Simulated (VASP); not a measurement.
O, 1 atom in the cell. Symmetry: Im-3m, No. 229, cubic system. Conventional cell: a = 2.083 Å, b = 2.083 Å, c = 2.083 Å, α = 90.00°, β = 90.00°, γ = 90.00°. Within 2.4 Å of O (site symmetry m-3m) lie 14 O at 1.80 to 2.08 Å.  This cell differs from its parent crystal: volume scaled by 0.58.

| Item | Value |
| --- | --- |
| Program | VASP 6.6.1 |
| Task | single point |
| Functional | PBE |
| Potentials or basis | VASP PAW PBE potentials, release 64 (O) |
| Cutoff | 520 eV |
| k mesh | 19 × 19 × 19 |
| Occupations | fermi-dirac, width 0.08 eV |
| Spin | no spin polarisation |
| Dipole correction | no |
| Further INCAR settings | ALGO = Normal; EDIFF = 1e-07; NBANDS = 9 |

Potentials or basis: VASP PAW PBE potentials, release 64 (O).

Command:

```console
$ cat potpaw_PBE.64/O/POTCAR > POTCAR
$ mpirun -np 1 vasp_std > vasp.out
```

Hardware: 1 thread of Intel(R) Xeon(R) 6975P-C (Granite Rapids), on a shared host.

Question: Estimate the wall time of this run.

Answer: Wall time 4.8 s on 1 thread of Intel(R) Xeon(R) 6975P-C (Granite Rapids), with other jobs on the host, peak memory 0.11 GiB. Counts: scf iterations 11, k points 220.
